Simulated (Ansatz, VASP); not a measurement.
# YTiTe3 in VASP and in Ansatz

INCAR

```
SYSTEM = YTiTe3
PREC     = Accurate       ! precision mode
ENCUT    = 520            ! plane-wave cutoff, eV
EDIFF    = 1E-6           ! SCF threshold, eV
ISMEAR   = 0              ! smearing method
SIGMA    = 0.1            ! smearing width, eV
LREAL    = .False.        ! projectors in reciprocal space
LASPH    = .True.         ! aspherical terms in the spheres
NELM     = 150            ! most SCF steps
ALGO     = Normal         ! electronic algorithm
ISIF     = 2              ! what is computed and relaxed
LWAVE    = .False.        ! write WAVECAR
LCHARG   = .False.        ! write CHGCAR
ISPIN    = 2              ! spin polarisation
MAGMOM   = 0 1 0 0 0      ! initial moments
LORBIT   = 11             ! projections on sites
LMAXMIX  = 4              ! l up to which the mixer works
GGA      = PE             ! functional
NBANDS   = 32             ! bands
```

File KPOINTS:

```
Automatic mesh
0
Gamma
  4 4 4
  0 0 0
```

POSCAR

```
YTiTe3
1.0
    5.3459223000      0.0000000000      0.0000000000
    0.0000000000      5.3459223000      0.0000000000
    0.0000000000      0.0000000000      5.3459223000
Y Ti Te
1 1 3
Direct
    0.5000000000      0.5000000000      0.5000000000
    0.0000000000      0.0000000000      0.0000000000
    0.5000000000      0.0000000000      0.0000000000
    0.0000000000      0.5000000000      0.0000000000
    0.0000000000      0.0000000000      0.5000000000
```

Input for Ansatz:

```yaml
crystal:
  lattice:
    - [5.3459223, 0.0, 0.0]
    - [0.0, 5.3459223, 0.0]
    - [0.0, 0.0, 5.3459223]
  atoms:
    - { symbol: "Y", position: [0.5, 0.5, 0.5] }
    - { symbol: Ti, position: [0.0, 0.0, 0.0], spin: 1.0 }
    - { symbol: Te, position: [0.5, 0.0, 0.0] }
    - { symbol: Te, position: [0.0, 0.5, 0.0] }
    - { symbol: Te, position: [0.0, 0.0, 0.5] }
basis:
  ecutwfc: 420
kpoints:
  mp_grid: { grid: [4, 4, 4] }
hamiltonian:
  xc: pbe
scf:
  occupations: { method: gaussian, width: 0.1 }
  lower_state_search: "off"
output:
  forces: true
  stress: true
  eigenvalues: true
  populations: true
magnetization:
  spin_polarized: true
```

Alike in both runs: task single point; functional PBE; k mesh 4 × 4 × 4; occupations gaussian, width 0.1 eV; collinear spin.

|  | VASP | Ansatz |
| --- | --- | --- |
| version | VASP 6.6.1 | Ansatz 0.2.0 |
| potentials or method | VASP PAW PBE potentials, release 64 (Y_sv, Ti_sv, Te), cutoff 520 eV | scalar-relativistic, plane waves, PAW |
| valence electrons in the cell | 41 | 71 |

VASP gave:

* gap on the k mesh at the Fermi level (eV): none
* pressure (GPa): -0.2
* net moment per atom (μB): 0.12
* size of the moment on the site where the two differ most (μB): 0.14

Q: Which values does Ansatz return?

A: gap on the k mesh at the Fermi level (eV): none; pressure (GPa): -0.2; net moment per atom (μB): 0.12; size of the moment on the site where the two differ most (μB): 0.15.

Site moments also hang on the region over which each program counts them. A gap of «none» marks a metal or a gap that the smearing closes. VASP's potentials hold 41 valence electrons a cell and Ansatz's 71, so a difference there can come from the potentials and not from the codes.

Spin-orbit coupling is off throughout.
